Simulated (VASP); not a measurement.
Write the native input for VASP 6.6.1 that does the following.

| Item | Value |
| --- | --- |
| Task | single point |
| Functional | PBEsol |
| Potentials or basis | VASP PAW PBE potentials, release 64 (Ti_sv, N) |
| Cutoff | 600 eV |
| k mesh | 8 × 8 × 8 |
| Occupations | gaussian, width 0.1 eV |
| Spin | collinear spin, ferromagnetic start |
| Starting moments | [1.0, 0.0] μB |
| Dipole correction | no |
| Further INCAR settings | ALGO = Normal; EDIFF = 1e-06; NBANDS = 20 |

The structure of TiN lies in POSCAR:

```
TiN
1.0
    0.0000000000      2.1591444481      2.1591444481
    2.1591444481      0.0000000000      2.1591444481
    2.1591444481      2.1591444481      0.0000000000
Ti N
1 1
Direct
    0.0000000000      0.0000000000      0.0000000000
    0.5000000000      0.5000000000      0.5000000000
```

The input as run:

INCAR

```
SYSTEM = TiN
PREC = Accurate
ENCUT = 600
EDIFF = 1E-6
ISMEAR = 0
SIGMA = 0.1
LREAL = .False.
LASPH = .True.
NELM = 200
ALGO = Normal
ISIF = 2
LWAVE = .False.
LCHARG = .False.
ISPIN = 2
MAGMOM = 1 0
LORBIT = 11
LMAXMIX = 4
GGA = PS
NBANDS = 20
GGA_COMPAT = .False.
```

KPOINTS

```
regular mesh
0
Gamma
  8 8 8
  0 0 0
```

Potentials or basis: VASP PAW PBE potentials, release 64 (Ti_sv, N).

Launch:

```sh
$ cat potpaw_PBE.64/Ti_sv/POTCAR potpaw_PBE.64/N/POTCAR > POTCAR
$ mpirun -np 1 vasp_std > vasp.out
```

Results of the run:

The pressure is -19.9 GPa. The net moment is 0.00 μB per cell and the valence electrons inside the program's atomic spheres are Ti 10.30; N 3.68.

Caveat: the PAW data sets were made with another functional, which shifts forces and pressure a little.

Run time: 45 s on 1 thread of Intel Xeon 8259CL, with other jobs on the host, peak memory 0.16 GiB.
